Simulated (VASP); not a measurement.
A run of VASP 6.6.1 is set up as follows.

The input INCAR:

```
SYSTEM = Pt
ALGO = Fast
EDIFF = 1E-6
ENCUT = 520
GGA = PE
ISIF = 2
ISMEAR = 1
LASPH = .TRUE.
LCHARG = .FALSE.
LREAL = .FALSE.
LWAVE = .FALSE.
NBANDS = 11
NELM = 100
PREC = Accurate
SIGMA = 0.1
```

File KPOINTS:

```
k-points
0
G
  13 13 13
  0 0 0
```

File POSCAR:

```
Pt
1.0
   -1.5179230000      1.6125670000      1.5726580000
    1.5843750000     -1.5912150000      1.6177570000
    1.5235780000      1.5968700000     -1.5513060000
Pt
1
Direct
   -0.0123120000     -0.0088610000     -0.0124860000
```

Potentials or basis: VASP PAW PBE potentials, release 64 (Pt).

Launch:

```console
$ cat potpaw_PBE.64/Pt/POTCAR > POTCAR
$ mpirun -np 1 vasp_std > vasp.out
```

Question: What does it give for the band gap on the k mesh?

Answer: Zero (bands 5 and 6 overlap by 2.20 eV).

Question: Estimate the pressure.

Answer: -1.1 GPa.

Stress tensor (GPa, compression positive):
```
-3.28  0.09 -5.65
 0.09  0.38 -1.84
-5.65 -1.84 -0.38
```

Caveat: spin-orbit coupling is left out, which moves the levels of the heavy elements.
